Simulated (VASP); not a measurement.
A run of VASP 6.6.1 is set up as follows.

File INCAR:

```
PREC = Accurate ; ENCUT = 520
EDIFF = 1E-8 ; ISMEAR = -1
SIGMA = 0.05 ; LREAL = F
LASPH = T ; NELM = 150
ALGO = Normal ; ISIF = 2
LWAVE = F ; LCHARG = F
ISPIN = 2 ; MAGMOM = 7 7
LORBIT = 11 ; LMAXMIX = 6
GGA = PE ; LEFG = T
NBANDS = 28
```

File KPOINTS:

```
Automatic mesh
0
Gamma
  12 12 6
```

Contents of POSCAR:

```
Eu
1.0
    3.9610337722      0.0000000000      0.0000000000
   -1.9805168861      3.4303558720      0.0000000000
    0.0000000000      0.0000000000      6.3543554052
Eu
2
Direct
    0.3333333333      0.6666666667      0.2500000000
    0.6666666667      0.3333333333      0.7500000000
```

Potentials or basis: VASP PAW PBE potentials, release 64 (Eu).

The run is started by

```console
$ cat potpaw_PBE.64/Eu/POTCAR > POTCAR
$ mpirun -np 1 vasp_std > vasp.out
```

Estimate the net moment.

15.12 μB per cell.

Estimate the site moments.

Eu +6.74 μB.

Predict the pressure.

-0.6 GPa.

Electric field gradients, principal values (V/Å²):
```csv
atom,least,middle,greatest (by size)
1 Eu,-4.146,-4.150,8.296
2 Eu,-4.146,-4.150,8.296
```

Caveat: without QUAD_EFG the Cq values of the log hold for a quadrupole moment of 1 mb, not for the nuclei. The state reached can hang on the start; a lower one may exist.
